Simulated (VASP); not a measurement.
Write the native input for VASP 6.6.1 that does the following.

| Property | Result |
| --- | --- |
| Task | single point |
| Functional | r2SCAN |
| Potentials or basis | VASP PAW PBE potentials, release 64 (Ti_sv, O) |
| Cutoff | 520 eV |
| k mesh | 4 × 4 × 3 |
| Occupations | gaussian, width 0.01 eV |
| Spin | no spin polarisation |
| Dipole correction | no |
| Further INCAR settings | ALGO = Normal; EDIFF = 1e-06; NBANDS = 46 |

The system is TiO2.

```xyz
9
Lattice="5.2910 0.0000 0.0000 -2.6455 4.5821 0.0000 0.0000 0.0000 6.1330" Properties=species:S:1:pos:R:3 pbc="T T T"
Ti    2.3968    0.0000    2.0443
Ti   -1.1984    2.0757    4.0887
Ti    1.4471    2.5064    0.0000
O     1.3571    1.3884    1.3186
O     3.4100    0.4811    3.3629
O     3.1693    2.7126    5.4073
O     0.5238    1.8695    4.8144
O    -1.2884    3.1938    2.7701
O     0.7645    4.1010    0.7257
```

One way to write it, as run:

POSCAR

```
TiO2
1.0
    5.2910000000      0.0000000000      0.0000000000
   -2.6455000000      4.5821400000      0.0000000000
    0.0000000000      0.0000000000      6.1330000000
Ti O
3 6
Direct
    0.4530000000      0.0000000000      0.3333333333
    0.0000000000      0.4530000000      0.6666666667
    0.5470000000      0.5470000000      0.0000000000
    0.4080000000      0.3030000000      0.2150000000
    0.6970000000      0.1050000000      0.5483330000
    0.8950000000      0.5920000000      0.8816670000
    0.3030000000      0.4080000000      0.7850000000
    0.1050000000      0.6970000000      0.4516670000
    0.5920000000      0.8950000000      0.1183330000
```

INCAR.step1

```
SYSTEM = TiO2
  ALGO = Normal
  EDIFF = 1E-4
  ENCUT = 520
  GGA = PE
  ISMEAR = 0
  LASPH = .True.
  LCHARG = .False.
  LREAL = .False.
  LWAVE = .True.
  NBANDS = 46
  NELM = 60
  PREC = Accurate
  SIGMA = 0.01
```

INCAR.step2

```
SYSTEM = TiO2
  ALGO = Normal
  EDIFF = 1E-6
  ENCUT = 520
  ISIF = 2
  ISMEAR = 0
  ISTART = 1
  LASPH = .True.
  LCHARG = .False.
  LMIXTAU = .True.
  LREAL = .False.
  LWAVE = .False.
  METAGGA = R2SCAN
  NBANDS = 46
  NELM = 60
  PREC = Accurate
  SIGMA = 0.01
```

KPOINTS

```
k-points
0
Gamma
  4 4 3
  0 0 0
```

Potentials or basis: VASP PAW PBE potentials, release 64 (Ti_sv, O).

Launch:

```bash
$ cat potpaw_PBE.64/Ti_sv/POTCAR potpaw_PBE.64/O/POTCAR > POTCAR
$ cp INCAR.step1 INCAR
$ mpirun -np 1 vasp_std > vasp.out
$ cp INCAR.step2 INCAR
$ mpirun -np 1 vasp_std > vasp.out
```

It gave:

```
Pressure               : 4.8 GPa
Largest force          : 2.334 eV/Å
Band gap on the k mesh : 4.26 eV, indirect (least direct gap 4.42 eV)
```

Caveat: the PAW data sets were made with another functional, which shifts forces and pressure a little.

It took 2.4 min on 1 thread of Intel(R) Xeon(R) 6975P-C (Granite Rapids), on a shared host, peak memory 0.3 GiB.
